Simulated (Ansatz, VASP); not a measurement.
## Ge: VASP beside Ansatz

The input INCAR:

```
SYSTEM = Ge
PREC = Accurate
ENCUT = 520
EDIFF = 1E-7
ISMEAR = 0
SIGMA = 0.15
LREAL = .False.
LASPH = .True.
NELM = 80
ALGO = Normal
ISIF = 2
LWAVE = .False.
LCHARG = .False.
GGA = PS
NBANDS = 21
```

Contents of KPOINTS:

```
regular mesh
0
Gamma
  24 24 24
  0 0 0
```

POSCAR

```
Ge
1.0
   -2.5630127546      2.5630127546      1.3966622730
    2.5630127546     -2.5630127546      1.3966622730
    2.5630127546      2.5630127546     -1.3966622730
Ge
2
Direct
    0.1694508206      0.6694508206      0.5000000000
    0.5805491794      0.5805491794      0.0000000000
```

Input for Ansatz:

```yaml
crystal:
  lattice:
    - [-2.5630127546, 2.5630127546, 1.396662273]
    - [2.5630127546, -2.5630127546, 1.396662273]
    - [2.5630127546, 2.5630127546, -1.396662273]
  atoms:
    - { symbol: Ge, position: [0.1694508206, 0.6694508206, 0.5] }
    - { symbol: Ge, position: [0.5805491794, 0.5805491794, 0.0] }
basis:
  ecutwfc: 420
kpoints:
  mp_grid: { grid: [24, 24, 24] }
hamiltonian:
  xc: pbesol
scf:
  occupations: { method: gaussian, width: 0.15 }
output:
  forces: true
  stress: true
  eigenvalues: true
```

Change from the starting cell: mode 4 (71.1 1/cm) frozen in, largest displacement +0.225 Å.

Alike in both runs: task single point; functional PBEsol; k mesh 24 × 24 × 24; occupations gaussian, width 0.15 eV; no spin polarisation.

```csv
,VASP,Ansatz
version,VASP 6.6.1,Ansatz 0.2.0
potentials or method,"VASP PAW PBE potentials, release 64 (Ge_d), cutoff 520 eV","scalar-relativistic, plane waves, PAW"
valence electrons in the cell,28,28
```

|  | VASP | Ansatz | Ansatz less VASP |
| --- | --- | --- | --- |
| gap on the k mesh at the Fermi level (eV) | none | none | - |
| pressure (GPa) | 0.3 | 0.4 | +0.09 |
| traceless stress, the component that is largest in VASP (GPa) | 4.63 | 4.66 | +0.039 |
| rms of the force components (eV/Å) | 0.078 | 0.078 | +0.0001 |

VASP's potentials were made for PBE, not for PBEsol. Atom by atom the forces differ by 0.000 eV/Å (rms over components). A gap of «none» marks a metal or a gap that the smearing closes.
